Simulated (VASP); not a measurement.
# Ti (Fm-3m) in VASP: notebook, part 3 of 3

VASP 6.6.1.

### 4 Single point, revPBE

This run uses another cell than the first one, of 17.75 Å³/atom, 1.061 times its volume.

INCAR

```
SYSTEM = Ti
PREC = Accurate
ENCUT = 520
EDIFF = 1E-7
ISMEAR = -1
SIGMA = 0.05
LREAL = .False.
LASPH = .True.
NELM = 100
ALGO = Fast
ISIF = 2
LWAVE = .False.
LCHARG = .True.
GGA = RE
LELF = .True.
LVHAR = .True.
NBANDS = 12
```

KPOINTS

```
regular mesh
0
Gamma
  11 11 11
  0 0 0
```

POSCAR

```
Ti
1.0
    0.0000000000      2.0704601199      2.0704601199
    2.0704601199      0.0000000000      2.0704601199
    2.0704601199      2.0704601199      0.0000000000
Ti
1
Direct
    0.0000000000      0.0000000000      0.0000000000
```

Potentials or basis: VASP PAW PBE potentials, release 64 (Ti_sv).

The run is started by

```sh
cat potpaw_PBE.64/Ti_sv/POTCAR > POTCAR
mpirun -np 1 vasp_std > vasp.out
```

OUTCAR:

```text
SYSTEM = Ti
   PREC = Accurate
   ENCUT = 520
   EDIFF = 1E-7
   ISMEAR = -1
   LREAL = .False.
   LASPH = .True.
   NELM = 100
   ISIF = 2
   GGA = RE

 ion  position               nearest neighbor table
   1  0.000  0.000  0.000-

  LATTYP: Found a face centered cubic cell.
 ALAT       =     4.1409202398

  Lattice vectors:

 A1 = (   0.0000000000,   2.0704601199,   2.0704601199)
 A2 = (   2.0704601199,   0.0000000000,   2.0704601199)
 A3 = (   2.0704601199,   2.0704601199,   0.0000000000)

Analysis of symmetry for initial positions (statically):
=====================================================================
 Subroutine PRICEL returns:
 Original cell was already a primitive cell.

 Routine SETGRP: Setting up the symmetry group for a
 face centered cubic supercell.

 Subroutine GETGRP returns: Found 48 space group operations
 (whereof 48 operations were pure point group operations)
 out of a pool of 48 trial point group operations.

The static configuration has the point symmetry O_h .

Analysis of symmetry for dynamics (positions and initial velocities):
=====================================================================
 Subroutine PRICEL returns:
 Original cell was already a primitive cell.

 Routine SETGRP: Setting up the symmetry group for a
 face centered cubic supercell.

 Subroutine GETGRP returns: Found 48 space group operations
 (whereof 48 operations were pure point group operations)
 out of a pool of 48 trial point group operations.

The dynamic configuration has the point symmetry O_h .

 Subroutine INISYM returns: Found 48 space group operations
 (whereof 48 operations are pure point group operations),
 and found     1 'primitive' translations

----------------------------------------------------------------------------------------

                                     Primitive cell

  volume of cell :      17.7513

  direct lattice vectors                    reciprocal lattice vectors
     0.000000000  2.070460120  2.070460120    -0.241492215  0.241492215  0.241492215
     2.070460120  0.000000000  2.070460120     0.241492215 -0.241492215  0.241492215
     2.070460120  2.070460120  0.000000000     0.241492215  0.241492215 -0.241492215

  length of vectors
     2.928072782  2.928072782  2.928072782     0.418276786  0.418276786  0.418276786

  position of ions in fractional coordinates (direct lattice)
     0.000000000  0.000000000  0.000000000

  ion indices of the primitive-cell ions
   primitive index   ion index
                 1           1

----------------------------------------------------------------------------------------

 KPOINTS: regular mesh

Automatic generation of k-mesh.
 Grid dimensions read from file:
 generate k-points for:   11   11   11

 Generating k-lattice:

  Cartesian coordinates                     Fractional coordinates (reciprocal lattice)
    -0.021953838  0.021953838  0.021953838     0.090909091  0.000000000  0.000000000
     0.021953838 -0.021953838  0.021953838     0.000000000  0.090909091  0.000000000
     0.021953838  0.021953838 -0.021953838     0.000000000  0.000000000  0.090909091

  Length of vectors
     0.038025162  0.038025162  0.038025162

  Shift w.r.t. Gamma in fractional coordinates (k-lattice)
     0.000000000  0.000000000  0.000000000

 Subroutine IBZKPT returns following result:
 ===========================================

 Found     56 irreducible k-points:

 Following reciprocal coordinates:
            Coordinates               Weight
  0.000000  0.000000  0.000000      1.000000
  0.090909  0.000000  0.000000      8.000000
  0.181818  0.000000  0.000000      8.000000
  0.272727  0.000000  0.000000      8.000000
  0.363636  0.000000  0.000000      8.000000
  0.454545  0.000000  0.000000      8.000000
[... 16 lines left out ...]
 -0.272727  0.181818  0.000000     24.000000
 -0.181818  0.181818  0.000000     12.000000
 [... further k-points ...]
   k-points           NKPTS =     56   k-points in BZ     NKDIM =     56   number of bands    NBANDS=     12
   number of dos      NEDOS =    301   number of ions     NIONS =      1
   total plane-waves  NPLWV =  13824
   dimension x,y,z NGX =    24 NGY =   24 NGZ =   24
   dimension x,y,z NGXF=    48 NGYF=   48 NGZF=   48
   ions per type =               1
   NGX,Y,Z   is equivalent  to a cutoff of  13.63, 13.63, 13.63 a.u.
   NGXF,Y,Z  is equivalent  to a cutoff of  27.25, 27.25, 27.25 a.u.
 SYSTEM =  Ti
   PREC   = accura    normal or accurate (medium, high low for compatibility)
   ISTART =      0    job   : 0-new  1-cont  2-samecut
   ICHARG =      2    charge: 1-file 2-atom 10-const
   ISPIN  =      1    spin polarized calculation?
   LNONCOLLINEAR =      F non collinear calculations
   LSORBIT =      F    spin-orbit coupling
   LASPH  =      T    aspherical Exc in radial PAW
   ENCUT  =  520.0 eV  38.22 Ry    6.18 a.u.   5.44  5.44  5.44*2*pi/ulx,y,z
   NELM   =    100;   NELMIN=  2; NELMDL= -5     # of ELM steps
   EDIFF  = 0.1E-06   stopping-criterion for ELM
   LREAL  =      F    real-space projection
   EDIFFG = 0.1E-05   stopping-criterion for IOM
   NSW    =      0    number of steps for IOM
   IBRION =     -1    ionic relax: 0-MD 1-quasi-New 2-CG
   NFREE  =      0    steps in history (QN), initial steepest desc. (CG)
   ISIF   =      2    stress and relaxation
   ISYM   =      2    0-nonsym 1-usesym 2-fastsym
   POTIM  = 0.5000    time-step for ionic-motion
   TEBEG  =    0.0;   TEEND  =   0.0 temperature during run
   PSTRESS=    0.0 pullay stress
   NELECT =      12.0000    total number of electrons
   NUPDOWN=      -1.0000    fix difference up-down
   EMIN   =  10.00;   EMAX   =-10.00  energy-range for DOS
   EFERMI =   0.00;   METHOD = LEGACY
   ISMEAR =    -1;   SIGMA  =   0.05  broadening in eV -4-tet -1-fermi 0-gaus
   EFERMI_NEDOS =   21; number of points for ismear=-14 and -15
   IALGO  =     68    algorithm
   IMIX   =      4    mixing-type and parameters
     AMIX     =   0.40;   BMIX     =  1.00
     AMIX_MAG =   1.60;   BMIX_MAG =  1.00
  volume/ion in A,a.u.               =      17.75       119.79
  Fermi-wavevector in a.u.,A,eV,Ry     =   1.436785  2.715129 28.087193  2.064350
  Thomas-Fermi vector in A             =   2.555935
   LORBIT       =      0    0 simple, 1 ext, 2 COOP (PROOUT), +10 PAW based schemes
   GGA     = RE    functional components
   LHFCALC =     F    Hartree Fock is set to
   AEXX    =    0.0000 exact exchange contribution
   IVDW    =     0    specifies the selected vdW correction
   LEPSILON=     F    determine dielectric tensor
   LRPA    =     F    only Hartree local field effects (RPA)
 non-spin polarized calculation
 RMM-DIIS sequential band-by-band and
  energy-cutoff  :      520.00
  volume of cell :       17.75
 maximum number of plane-waves:       531
 NGX is ok and might be reduce to    24

 number of electron      11.9999999 magnetization

 Free energy of the ion-electron system (eV)
  ---------------------------------------------------
  ext. energy  EPLUGINS =         0.00000000
  ---------------------------------------------------
  free energy    TOTEN  =        -7.46908242 eV

  energy without entropy =       -7.45551534  energy(sigma->0) =       -7.46229888

 E-fermi :   8.0685     XC(G=0): -11.3168

 val. band max:        8.0540482741   @ k =   0.2727   0.1818   0.0909
 cond. band min:       8.0714179358   @ k =   0.4545   0.0909   0.0000
 fundamental gap:      0.0173696617
 Fermi energy:         8.0685490263

 k-point     1 :       0.0000    0.0000    0.0000
  band No.  band energies     occupation
      1     -48.7712      2.00000
      2     -24.6062      2.00000
      3     -24.6062      2.00000
      4     -24.6062      2.00000
      5       2.0161      2.00000
      6       8.9457      0.00000
      7       8.9457      0.00000
      8       8.9457      0.00000
      9      10.5358      0.00000
     10      10.5358      0.00000
     11      23.1644      0.00000
     12      27.5630      0.00000
[... 331 lines left out ...]
 k-point    24 :      -0.1818    0.1818    0.0000
  band No.  band energies     occupation
      1     -48.6981      2.00000
      2     -24.9475      2.00000
      3     -24.7469      2.00000
      4     -24.6461      2.00000
      5       4.4442      2.00000
      6       7.9108      1.91816
      7       8.8726      0.00000
      8       9.8009      0.00000
      9       9.8021      0.00000
     10      11.4430      0.00000
     11      21.2695      0.00000
     12      21.6725      0.00000

 [... further k-points ...]

------------------------ aborting loop because EDIFF is reached ----------------------------------------

  FORCE on cell =-STRESS in cart. coord.  units (eV):
  Direction    XX          YY          ZZ          XY          YZ          ZX
  --------------------------------------------------------------------------------------
  -------------------------------------------------------------------------------------
  Total       -0.0303456     -0.0303456     -0.0303456      0.0000000      0.0000000     -0.0000000
  in kB       -2.7388975     -2.7388975     -2.7388975      0.0000000      0.0000000     -0.0000000
  external PRESSURE =      -2.7388975 kB  Pullay stress =       0.0000000 kB

 VOLUME and BASIS-vectors are now :
 -----------------------------------------------------------------------------
  energy-cutoff  :      520.00
  volume of cell :       17.75
      direct lattice vectors                 reciprocal lattice vectors
     0.000000000  2.070460120  2.070460120    -0.241492215  0.241492215  0.241492215
     2.070460120  0.000000000  2.070460120     0.241492215 -0.241492215  0.241492215
     2.070460120  2.070460120  0.000000000     0.241492215  0.241492215 -0.241492215

 POSITION                                       TOTAL-FORCE (eV/Angst)
 -----------------------------------------------------------------------------------
      0.00000      0.00000      0.00000        -0.000000     -0.000000     -0.000000
 -----------------------------------------------------------------------------------
    total drift:                                0.000000      0.000000     -0.000000

  FREE ENERGIE OF THE ION-ELECTRON SYSTEM (eV)
  ---------------------------------------------------
  free  energy   TOTEN  =        -7.4690824199 eV

  energy  without entropy=       -7.4555153419  energy(sigma->0) =       -7.46229888
```

OSZICAR:

```text
N       E                     dE             d eps       ncg     rms          rms(c)
DAV:   1     0.869671413859E+02    0.86967E+02   -0.64838E+03  1344   0.119E+03
DAV:   2    -0.396610207343E+01   -0.90933E+02   -0.88389E+02  1356   0.298E+02
DAV:   3    -0.835672121470E+01   -0.43906E+01   -0.43407E+01  1876   0.670E+01
[... 16 lines left out ...]
RMM:  20    -0.746908148349E+01   -0.63956E-06   -0.59456E-06  1438   0.112E-02    0.510E-03
RMM:  21    -0.746908186948E+01   -0.38599E-06   -0.32200E-06  1371   0.852E-03    0.486E-03
RMM:  22    -0.746908217018E+01   -0.30071E-06   -0.18923E-06  1521   0.855E-03    0.223E-03
RMM:  23    -0.746908233840E+01   -0.16822E-06   -0.12965E-06  1323   0.622E-03    0.140E-03
RMM:  24    -0.746908241989E+01   -0.81493E-07   -0.63996E-07  1233   0.470E-03
   1 F= -.74690824E+01 E0= -.74622989E+01  d E =-.135671E-01
```

Wall time 33 s (1 thread of Intel Xeon 6975P-C, shared host); peak memory 0.14 GiB.

What came out:

```
Free energy            : -7.4691 eV
Pressure               : -0.3 GPa
Band gap on the k mesh : zero (band 6 reaches 8.95 eV, above the bottom of band 7 at 7.81 eV)
```

Caveat: the PAW data sets were made with another functional, which shifts forces and pressure a little.

### 5 Overview

```csv
level,U,cell,smearing,gap on the mesh (eV),pressure (GPa)
revPBE+D3(BJ)+U,Ti d U = 3.0 eV,"a = 2.871 Å, angles 60.0°, 1 atom",tetrahedron,none,3.7
RPBE,-,"a = 2.937 Å, angles 60.0°, 1 atom",fermi-dirac 0.05 eV,none,-0.4
revPBE,-,"a = 2.928 Å, angles 60.0°, 1 atom",fermi-dirac 0.05 eV,none,-0.3
```

Alike in all rows: task single point; potentials or basis VASP PAW PBE potentials, release 64 (Ti_sv); no spin polarisation; k mesh 11 × 11 × 11; cutoff (eV) 520.

Caveats: the PAW data sets were made with another functional, which shifts forces and pressure a little; U without spin polarisation on a metal has little footing (some runs); pairwise dispersion overbinds metals, which lowers pressure and volume (some runs); the U is typed as a test and isn't derived for this compound (some runs).

Total energies depend on the potentials used, so only differences within one code and one set of settings carry meaning.
